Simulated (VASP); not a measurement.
**RbCaH3: single point with LDA**

The system is RbCaH3.

```xyz
5
Lattice="4.6752 0.0000 0.0000 0.0000 4.6752 0.0000 0.0000 0.0000 4.3011" Properties=species:S:1:pos:R:3 pbc="T T T"
Rb    0.0000    0.0000    0.0000
Ca    2.3376    2.3376    2.1506
H     0.0000    2.3376    2.1506
H     2.3376    0.0000    2.1506
H     2.3376    2.3376    0.0000
```

This cell differs from its parent crystal: ratio of the length along z to the lengths across it x 0.92, volume and fractional coordinates fixed.

| Property | Result |
| --- | --- |
| Program | VASP 6.6.1 |
| Task | single point |
| Functional | LDA |
| Potentials or basis | VASP PAW LDA potentials, release 64 (Rb_sv, Ca_sv, H) |
| Cutoff | 520 eV |
| k mesh | 6 × 6 × 6 |
| Occupations | gaussian, width 0.05 eV |
| Spin | no spin polarisation |
| Dipole correction | no |
| Further INCAR settings | ALGO = Normal; EDIFF = 1e-06; NBANDS = 19 |

```
Pressure               : -2.2 GPa
Band gap on the k mesh : 2.85 eV (least direct gap 2.87 eV)
```

Stress tensor (GPa, compression positive):
```
-3.35  0.00  0.00
 0.00 -3.35  0.00
 0.00  0.00  0.18
```

Levels at points of the mesh, in eV from the valence-band top:
| k point | band 9 | band 10 | band 11 | band 12 | band 13 | band 14 |
| --- | --- | --- | --- | --- | --- | --- |
| (0.00, 0.00, 0.00) | -2.88 | -0.46 | -0.45 | 5.61 | 5.97 | 5.97 |
| (0.50, 0.00, 0.00) | -1.71 | -0.85 | -0.23 | 5.29 | 5.51 | 5.61 |
| (0.50, 0.50, 0.00) | -1.43 | -0.11 | -0.11 | 2.85 | 5.10 | 5.10 |
| (0.00, 0.00, 0.50) | -1.37 | -0.66 | -0.10 | 5.16 | 5.16 | 5.63 |
| (0.50, 0.00, 0.50) | -1.13 | -0.04 | 0.00 | 2.87 | 4.59 | 4.64 |
| (0.50, 0.50, 0.50) | -0.28 | -0.28 | -0.18 | 4.06 | 4.06 | 4.33 |

Run time: 100 s on 1 thread of Intel Xeon 8259CL, on a shared host, peak memory 0.21 GiB.

 A k mesh can miss the band edges.
